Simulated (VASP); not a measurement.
**CO: single point with PBE+D3(BJ)**

System: CO.

```xyz
20
Lattice="9.1017 0.0000 0.0000 0.0000 9.1017 0.0000 0.0000 0.0000 9.1017" Properties=species:S:1:pos:R:3 pbc="T T T"
O     1.4719    1.3915    0.5215
O     6.7490    1.5421    7.8783
O     6.2670    6.0172    5.6703
O     6.3202    0.4620    5.0165
O     6.6692    7.3214   -0.0390
O     3.0055    3.9956    8.0908
O     0.3410    1.6694    6.3555
O     2.2144    5.1504    5.0419
O     6.9889    3.6191    2.0169
O     2.7799    8.2051    5.2092
C     1.4059    0.5736    1.3251
C     7.5749    2.0001    8.4918
C     6.1281    4.9145    5.3603
C     7.3400    0.0024    4.8611
C     5.7974    7.9687   -0.2957
C     3.9501    4.1197    8.6976
C     0.8185    1.9901    5.3812
C     1.2857    4.8171    4.4192
C     6.7175    4.7006    1.8229
C     3.0333    7.8329    4.1727
```

| Quantity | Value |
| --- | --- |
| Program | VASP 6.6.1 |
| Task | single point |
| Functional | PBE |
| Dispersion | D3(BJ) |
| Potentials or basis | VASP PAW PBE potentials, release 64 (O, C) |
| Cutoff | 520 eV |
| k mesh | 1 × 1 × 1 |
| Occupations | fermi-dirac, width 0.02 eV |
| Spin | no spin polarisation |
| Dipole correction | no |
| Further INCAR settings | LREAL = Auto; ALGO = Normal; EDIFF = 1e-07; NBANDS = 66 |

The pressure is 0.7 GPa, the largest force is 3.434 eV/Å and the dispersion energy per atom is -0.034 eV.

Forces in eV/Å, atoms in the order of the input:
```
O    0.023 -0.442  0.437
O   -1.554 -0.772 -1.126
O   -0.152 -1.097 -0.301
O   -1.493  0.653  0.189
O    2.718 -1.942  0.736
O   -1.324 -0.170 -0.855
O   -0.447 -0.363  1.141
O   -1.902 -0.794 -1.258
O    0.321 -1.287  0.251
O   -0.366  0.585  1.451
C    0.019  0.430 -0.405
C    1.448  0.899  1.193
C    0.139  1.087  0.323
C    1.403 -0.735 -0.286
C   -2.773  1.880 -0.752
C    1.321  0.162  0.824
C    0.662  0.328 -1.190
C    1.847  0.746  1.252
C   -0.320  1.268 -0.150
C    0.430 -0.435 -1.474
```

Stress tensor (GPa, compression positive):
```
 1.01 -0.47 -0.03
-0.47  0.49 -0.07
-0.03 -0.07  0.57
```

Levels at points of the mesh, in eV from the Fermi level:
```csv
k point,band 48,band 49,band 50,band 51,band 52,band 53
"(0.00, 0.00, 0.00)",-0.63,-0.61,-0.55,5.38,5.54,5.61
```

Run time: 60 s on 1 thread of AMD EPYC 9R45 96-Core Processor (Zen 5) (shared host), peak memory 0.57 GiB.

Caveat: the k points lie up to 0.69 Å⁻¹ apart; the atoms stand as in a frame of molecular dynamics.
